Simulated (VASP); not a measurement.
# CdSe (R3m) in VASP: notebook

The runs below take CdSe through single point, with PBE.

Everything below comes from runs of VASP 6.6.1. Logs are shortened: lines on timing, memory, paths and dates and some standing lists are left out, and cuts for length are marked.

### 1 The cell of the first run

Symmetry: R3m, No. 160, trigonal system. The conventional cell has a = 4.277 Å, b = 4.277 Å, c = 10.064 Å, α = 90.00°, β = 90.00°, γ = 120.00°. Cd (site symmetry 3m) has 4 Se at 2.52 to 2.61 Å within 3.3 Å. Se (site symmetry 3m) has 4 Cd at 2.52 to 2.61 Å within 3.3 Å.

### 2 Single point, PBE (26.57 Å³/atom)

INCAR

```
ALGO = Normal
EDIFF = 1E-6
ENCUT = 520
GGA = PE
ISIF = 2
ISMEAR = 0
LASPH = T
LCHARG = F
LREAL = F
LWAVE = F
NBANDS = 16
NELM = 80
PREC = Accurate
SIGMA = 0.05
```

KPOINTS

```
k-points
0
Gamma
  10 10 10
```

POSCAR

```
CdSe
1.0
    0.0000000000      3.0243163719      3.0243163719
    3.0243163719      0.0000000000      3.0243163719
    2.9448776619      2.9448776619      0.0794387100
Cd Se
1 1
Direct
    0.0000000000      0.0000000000      0.0000000000
    0.7500000000      0.7500000000      0.7500000000
```

Potentials or basis: VASP PAW PBE potentials, release 64 (Cd, Se).

On the command line:

```sh
cat potpaw_PBE.64/Cd/POTCAR potpaw_PBE.64/Se/POTCAR > POTCAR
mpirun -np 1 vasp_std > vasp.out
```

OUTCAR:

```text
EDIFF = 1E-6
   ENCUT = 520
   GGA = PE
   ISIF = 2
   ISMEAR = 0
   LASPH = T
   LREAL = F
   NELM = 80
   PREC = Accurate

 ion  position               nearest neighbor table
   1  0.000  0.000  0.000-   2 2.52   2 2.61   2 2.61   2 2.61
   2  0.750  0.750  0.750-   1 2.52   1 2.61   1 2.61   1 2.61

  LATTYP: Found a trigonal (rhomboedric) cell.
 ALAT       =     4.1654434813
 COS(alpha) =     0.4728527458

  Lattice vectors:

 A1 = (   2.9448776619,  -0.0794387100,  -2.9448776619)
 A2 = (  -0.0794387100,   2.9448776619,  -2.9448776619)
 A3 = (   2.9448776619,   2.9448776619,   0.0794387100)

Analysis of symmetry for initial positions (statically):
=====================================================================
 Subroutine PRICEL returns:
 Original cell was already a primitive cell.

 Routine SETGRP: Setting up the symmetry group for a
 trigonal (rhombohedral) supercell.

 Subroutine GETGRP returns: Found  6 space group operations
 (whereof  6 operations were pure point group operations)
 out of a pool of 12 trial point group operations.

The static configuration has the point symmetry C_3v.

Analysis of symmetry for dynamics (positions and initial velocities):
=====================================================================
 Subroutine PRICEL returns:
 Original cell was already a primitive cell.

 Routine SETGRP: Setting up the symmetry group for a
 trigonal (rhombohedral) supercell.

 Subroutine GETGRP returns: Found  6 space group operations
 (whereof  6 operations were pure point group operations)
 out of a pool of 12 trial point group operations.

The dynamic configuration has the point symmetry C_3v.

 Subroutine INISYM returns: Found  6 space group operations
 (whereof  6 operations are pure point group operations),
 and found     1 'primitive' translations

----------------------------------------------------------------------------------------

                                     Primitive cell

  volume of cell :      53.1440

  direct lattice vectors                    reciprocal lattice vectors
     0.000000000  3.024316372  3.024316372    -0.167586966  0.163066272  0.167586966
     3.024316372  0.000000000  3.024316372     0.163066272 -0.167586966  0.167586966
     2.944877662  2.944877662  0.079438710     0.172107661  0.172107661 -0.172107661

  length of vectors
     4.277029230  4.277029230  4.165443481     0.287682796  0.287682796  0.298099213

  position of ions in fractional coordinates (direct lattice)
     0.000000000  0.000000000  0.000000000
     0.750000000  0.750000000  0.750000000

  ion indices of the primitive-cell ions
   primitive index   ion index
                 1           1
                 2           2

----------------------------------------------------------------------------------------

 KPOINTS: k-points

Automatic generation of k-mesh.
 Grid dimensions read from file:
 generate k-points for:   10   10   10

 Generating k-lattice:

  Cartesian coordinates                     Fractional coordinates (reciprocal lattice)
    -0.016758697  0.016306627  0.016758697     0.100000000  0.000000000 -0.000000000
     0.016306627 -0.016758697  0.016758697     0.000000000  0.100000000 -0.000000000
     0.017210766  0.017210766 -0.017210766     0.000000000  0.000000000  0.100000000

  Length of vectors
     0.028768280  0.028768280  0.029809921

  Shift w.r.t. Gamma in fractional coordinates (k-lattice)
     0.000000000  0.000000000  0.000000000

 Subroutine IBZKPT returns following result:
 ===========================================

 Found    116 irreducible k-points:

 Following reciprocal coordinates:
            Coordinates               Weight
  0.000000  0.000000  0.000000      1.000000
  0.100000  0.000000  0.000000      6.000000
  0.200000  0.000000  0.000000      6.000000
  0.300000  0.000000 -0.000000      6.000000
  0.400000  0.000000 -0.000000      6.000000
  0.500000  0.000000  0.000000      3.000000
[... 16 lines left out ...]
  0.300000  0.300000  0.000000      6.000000
  0.400000  0.300000 -0.000000     12.000000
 [... further k-points ...]
   k-points           NKPTS =    116   k-points in BZ     NKDIM =    116   number of bands    NBANDS=     16
   number of dos      NEDOS =    301   number of ions     NIONS =      2
   total plane-waves  NPLWV =  32768
   dimension x,y,z NGX =    32 NGY =   32 NGZ =   32
   dimension x,y,z NGXF=    64 NGYF=   64 NGZF=   64
   ions per type =               1   1
   NGX,Y,Z   is equivalent  to a cutoff of  12.44, 12.44, 12.77 a.u.
   NGXF,Y,Z  is equivalent  to a cutoff of  24.88, 24.88, 25.54 a.u.
 SYSTEM =  unknown system
   PREC   = accura    normal or accurate (medium, high low for compatibility)
   ISTART =      0    job   : 0-new  1-cont  2-samecut
   ICHARG =      2    charge: 1-file 2-atom 10-const
   ISPIN  =      1    spin polarized calculation?
   LNONCOLLINEAR =      F non collinear calculations
   LSORBIT =      F    spin-orbit coupling
   LASPH  =      T    aspherical Exc in radial PAW
   ENCUT  =  520.0 eV  38.22 Ry    6.18 a.u.   7.95  7.95  7.74*2*pi/ulx,y,z
   NELM   =     80;   NELMIN=  2; NELMDL= -5     # of ELM steps
   EDIFF  = 0.1E-05   stopping-criterion for ELM
   LREAL  =      F    real-space projection
   EDIFFG = 0.1E-04   stopping-criterion for IOM
   NSW    =      0    number of steps for IOM
   IBRION =     -1    ionic relax: 0-MD 1-quasi-New 2-CG
   NFREE  =      0    steps in history (QN), initial steepest desc. (CG)
   ISIF   =      2    stress and relaxation
   ISYM   =      2    0-nonsym 1-usesym 2-fastsym
   POTIM  = 0.5000    time-step for ionic-motion
   TEBEG  =    0.0;   TEEND  =   0.0 temperature during run
   PSTRESS=    0.0 pullay stress
   NELECT =      18.0000    total number of electrons
   NUPDOWN=      -1.0000    fix difference up-down
   EMIN   =  10.00;   EMAX   =-10.00  energy-range for DOS
   EFERMI =   0.00;   METHOD = LEGACY
   ISMEAR =     0;   SIGMA  =   0.05  broadening in eV -4-tet -1-fermi 0-gaus
   EFERMI_NEDOS =   21; number of points for ismear=-14 and -15
   IALGO  =     38    algorithm
   IMIX   =      4    mixing-type and parameters
     AMIX     =   0.40;   BMIX     =  1.00
     AMIX_MAG =   1.60;   BMIX_MAG =  1.00
  volume/ion in A,a.u.               =      26.57       179.32
  Fermi-wavevector in a.u.,A,eV,Ry     =   1.141163  2.156485 17.718220  1.302252
  Thomas-Fermi vector in A             =   2.277863
   LORBIT       =      0    0 simple, 1 ext, 2 COOP (PROOUT), +10 PAW based schemes
   GGA     = PE    functional components
   LHFCALC =     F    Hartree Fock is set to
   AEXX    =    0.0000 exact exchange contribution
   IVDW    =     0    specifies the selected vdW correction
   LEPSILON=     F    determine dielectric tensor
   LRPA    =     F    only Hartree local field effects (RPA)
 non-spin polarized calculation
 Gauss-broadening in eV      SIGMA  =   0.05
  energy-cutoff  :      520.00
  volume of cell :       53.14
 maximum number of plane-waves:      1446
   NGX = 15   NGY = 15   NGZ = 15

 number of electron      17.9999996 magnetization

 Free energy of the ion-electron system (eV)
  ---------------------------------------------------
  ext. energy  EPLUGINS =         0.00000000
  ---------------------------------------------------
  free energy    TOTEN  =        -5.34845367 eV

  energy without entropy =       -5.34845367  energy(sigma->0) =       -5.34845367

 E-fermi :   1.6768     XC(G=0):  -9.1478

 val. band max:        1.4815426378   @ k =   0.0000   0.0000   0.0000
 cond. band min:       2.1441037327   @ k =   0.0000   0.0000   0.0000
 fundamental gap:      0.6625610948
 Fermi energy:         1.6768196896

 k-point     1 :       0.0000    0.0000    0.0000
  band No.  band energies     occupation
      1     -11.5253      2.00000
      2      -6.7701      2.00000
      3      -6.7243      2.00000
      4      -6.7243      2.00000
      5      -6.2978      2.00000
      6      -6.2978      2.00000
[... 8 lines left out ...]
     15      12.6556      0.00000
     16      12.6556      0.00000

 k-point     2 :       0.1000    0.0000    0.0000
  band No.  band energies     occupation
      1     -11.4868      2.00000
      2      -6.7559      2.00000
      3      -6.7129      2.00000
      4      -6.6938      2.00000
      5      -6.2987      2.00000
      6      -6.2980      2.00000
[... 8 lines left out ...]
     15      11.9574      0.00000
     16      12.2049      0.00000

 k-point     3 :       0.2000    0.0000    0.0000
  band No.  band energies     occupation
      1     -11.3848      2.00000
      2      -6.7217      2.00000
      3      -6.6849      2.00000
      4      -6.5890      2.00000
      5      -6.2983      2.00000
      6      -6.2959      2.00000
[... 8 lines left out ...]
     15      11.6881      0.00000
     16      11.9956      0.00000

 k-point     4 :       0.3000    0.0000   -0.0000
  band No.  band energies     occupation
      1     -11.2569      2.00000
      2      -6.6851      2.00000
      3      -6.6556      2.00000
      4      -6.3904      2.00000
      5      -6.2910      2.00000
      6      -6.2856      2.00000
[... 8 lines left out ...]
     15      11.6555      0.00000
     16      12.0814      0.00000
[... 324 lines left out ...]
 k-point    22 :      -0.2000    0.2000    0.0000
  band No.  band energies     occupation
      1     -11.2162      2.00000
      2      -6.6679      2.00000
      3      -6.6210      2.00000
      4      -6.3944      2.00000
      5      -6.3081      2.00000
      6      -6.2324      2.00000
[... 8 lines left out ...]
     15      12.8607      0.00000
     16      14.0779      0.00000

 k-point    23 :       0.3000    0.3000    0.0000
  band No.  band energies     occupation
      1     -11.1590      2.00000
      2      -6.5760      2.00000
      3      -6.5324      2.00000
      4      -6.5245      2.00000
      5      -6.2554      2.00000
      6      -6.2536      2.00000
[... 8 lines left out ...]
     15      13.3348      0.00000
     16      15.6641      0.00000

 k-point    24 :       0.4000    0.3000   -0.0000
  band No.  band energies     occupation
      1     -11.0766      2.00000
      2      -6.5485      2.00000
      3      -6.5310      2.00000
      4      -6.4494      2.00000
      5      -6.2464      2.00000
      6      -6.1190      2.00000
[... 8 lines left out ...]
     15      13.7567      0.00000
     16      15.4181      0.00000

 [... further k-points ...]

------------------------ aborting loop because EDIFF is reached ----------------------------------------

  FORCE on cell =-STRESS in cart. coord.  units (eV):
  Direction    XX          YY          ZZ          XY          YZ          ZX
  --------------------------------------------------------------------------------------
  -------------------------------------------------------------------------------------
  Total        2.3746703      2.3746703      2.3746703      0.5710148     -0.5710148     -0.5710148
  in kB       71.5912035     71.5912035     71.5912035     17.2148676    -17.2148676    -17.2148676
  external PRESSURE =      71.5912035 kB  Pullay stress =       0.0000000 kB

 VOLUME and BASIS-vectors are now :
 -----------------------------------------------------------------------------
  energy-cutoff  :      520.00
  volume of cell :       53.14
      direct lattice vectors                 reciprocal lattice vectors
     0.000000000  3.024316372  3.024316372    -0.167586966  0.163066272  0.167586966
     3.024316372  0.000000000  3.024316372     0.163066272 -0.167586966  0.167586966
     2.944877662  2.944877662  0.079438710     0.172107661  0.172107661 -0.172107661

 POSITION                                       TOTAL-FORCE (eV/Angst)
 -----------------------------------------------------------------------------------
      0.00000      0.00000      0.00000        -0.283898     -0.283898      0.283898
      4.47690      4.47690      4.59605         0.283898      0.283898     -0.283898
 -----------------------------------------------------------------------------------
    total drift:                               -0.000068     -0.000068      0.000069

  FREE ENERGIE OF THE ION-ELECTRON SYSTEM (eV)
  ---------------------------------------------------
  free  energy   TOTEN  =        -5.3484536739 eV

  energy  without entropy=       -5.3484536739  energy(sigma->0) =       -5.34845367
```

It took 44 s on 1 thread of AMD EPYC 9R45 (Zen 5), shared host; peak memory 0.22 GiB.

Results:

| Quantity | Value |
| --- | --- |
| Free energy | -5.3485 eV |
| Pressure | 7.2 GPa |
| Largest force | 0.492 eV/Å |
| Band gap on the k mesh | 0.66 eV |

Forces on the atoms (eV/Å):
```
Cd  -0.284 -0.284  0.284
Se   0.284  0.284 -0.284
```

Caveat: the cell stands under pressure.

### 3 Single point, PBE (26.57 Å³/atom)

INCAR

```
ALGO = Normal
EDIFF = 1E-6
ENCUT = 520
GGA = PE
ISIF = 2
ISMEAR = 0
LASPH = True
LCHARG = True
LELF = True
LREAL = False
LVHAR = True
LWAVE = False
NBANDS = 16
NELM = 60
PREC = Accurate
SIGMA = 0.05
```

KPOINTS is that of step 2.

POSCAR

```
CdSe
1.0
    0.0000000000      2.9443617786      2.9443617786
    2.9443617786      0.0000000000      2.9443617786
    3.0248410005      3.0248410005     -0.0804792219
Cd Se
1 1
Direct
    0.0000000000      0.0000000000      0.0000000000
    0.7500000000      0.7500000000      0.7500000000
```

Potentials or basis: VASP PAW PBE potentials, release 64 (Cd, Se).

On the command line:

```sh
cat potpaw_PBE.64/Cd/POTCAR potpaw_PBE.64/Se/POTCAR > POTCAR
mpirun -np 1 vasp_std > vasp.out
```

Run time: 45 s. Hardware: 1 thread of AMD EPYC 9R45 (Zen 5), shared host; peak memory 0.22 GiB.

It converged, with:

```yaml
Free_energy: -5.3503 eV
Pressure: 7.1 GPa
Largest_force: 0.393 eV/Å
Band_gap_on_the_k_mesh: 0.68 eV
```

Forces on the atoms (eV/Å):
```
Cd   0.227  0.227 -0.227
Se  -0.227 -0.227  0.227
```

Stress tensor (GPa, compression positive):
```
 7.15 -1.51  1.51
-1.51  7.15  1.51
 1.51  1.51  7.15
```

Levels at points of the mesh, in eV from the valence-band top:
| k point | band 5 | band 6 | band 7 | band 8 | band 9 | band 10 | band 11 | band 12 | band 13 | band 14 |
| --- | --- | --- | --- | --- | --- | --- | --- | --- | --- | --- |
| (0.00, 0.00, 0.00) | -7.76 | -7.76 | -0.16 | 0.00 | 0.00 | 0.68 | 5.56 | 6.06 | 6.06 | 9.97 |
| (0.50, 0.00, 0.00) | -7.73 | -7.41 | -4.80 | -0.95 | -0.91 | 2.35 | 6.19 | 6.51 | 7.56 | 10.16 |
| (0.50, 0.50, 0.00) | -7.69 | -7.35 | -4.40 | -2.21 | -1.99 | 2.95 | 3.78 | 9.26 | 10.54 | 10.55 |
| (0.00, 0.00, 0.50) | -7.74 | -7.46 | -4.77 | -0.74 | -0.74 | 2.59 | 6.57 | 6.57 | 7.37 | 10.25 |

Caveat: the cell stands under pressure.

### 4 Single point, PBE (28.16 Å³/atom)

This run uses another cell than the first one, of 28.16 Å³/atom.

INCAR

```
SYSTEM = CdSe
  ALGO = Normal
  EDIFF = 1E-6
  ENCUT = 520
  GGA = PE
  ISIF = 2
  ISMEAR = 0
  LASPH = .TRUE.
  LCHARG = .FALSE.
  LREAL = .FALSE.
  LWAVE = .FALSE.
  NBANDS = 16
  NELM = 80
  PREC = Accurate
  SIGMA = 0.05
```

KPOINTS

```
k-points
0
G
  10 10 10
  0 0 0
```

POSCAR

```
CdSe
1.0
    0.0000000000      3.0833645990      3.0833645990
    3.0833645990      0.0000000000      3.0833645990
    3.0023748889      3.0023748889      0.0809897101
Cd Se
1 1
Direct
    0.0000000000      0.0000000000      0.0000000000
    0.7500000000      0.7500000000      0.7500000000
```

On the command line:

```sh
cat potpaw_PBE.64/Cd/POTCAR potpaw_PBE.64/Se/POTCAR > POTCAR
mpirun -np 1 vasp_std > vasp.out
```

It took 54 s on 1 thread of AMD EPYC 9R45 (Zen 5), shared host; peak memory 0.22 GiB.

It converged, with:

* Free energy: -5.4494 eV
* Pressure: 3.3 GPa
* Largest force: 0.376 eV/Å
* Band gap on the k mesh: 0.56 eV

Forces on the atoms (eV/Å):
```
Cd  -0.217 -0.217  0.217
Se   0.217  0.217 -0.217
```

Stress tensor (GPa, compression positive):
```
 3.25  1.38 -1.38
 1.38  3.25 -1.38
-1.38 -1.38  3.25
```

Levels at points of the mesh, in eV from the valence-band top:
| k point | band 6 | band 7 | band 8 | band 9 | band 10 | band 11 | band 12 | band 13 |
| --- | --- | --- | --- | --- | --- | --- | --- | --- |
| (0.00, 0.00, 0.00) | -7.61 | -0.09 | -0.09 | 0.00 | 0.56 | 5.72 | 5.72 | 6.24 |
| (0.50, 0.00, 0.00) | -7.33 | -4.43 | -0.76 | -0.74 | 2.39 | 6.29 | 6.60 | 7.32 |
| (0.50, 0.50, 0.00) | -7.25 | -4.13 | -2.00 | -1.79 | 3.06 | 3.74 | 8.99 | 10.09 |
| (0.00, 0.00, 0.50) | -7.29 | -4.45 | -0.93 | -0.93 | 2.19 | 6.23 | 6.23 | 7.50 |

Caveat: the cell stands under pressure.

### 5 The runs side by side

| cell | gap on the mesh (eV) | pressure (GPa) | largest force (eV/Å) |
| --- | --- | --- | --- |
| a = 4.277, b = 4.277, c = 4.165 Å, angles 59.1, 59.1, 60.0°, 2 atoms | 0.66 | 7.2 | 0.49 |
| a = 4.164, b = 4.164, c = 4.279 Å, angles 60.9, 60.9, 60.0°, 2 atoms | 0.68 | 7.1 | 0.39 |
| a = 4.361, b = 4.361, c = 4.247 Å, angles 59.1, 59.1, 60.0°, 2 atoms | 0.56 | 3.3 | 0.38 |

Alike in all rows: task single point; level PBE; potentials or basis VASP PAW PBE potentials, release 64 (Cd, Se); no spin polarisation; k mesh 10 × 10 × 10; cutoff (eV) 520; smearing gaussian 0.05 eV.

Caveats: the cell stands under pressure.

Absolute energies hang on the potentials; compare differences alone.
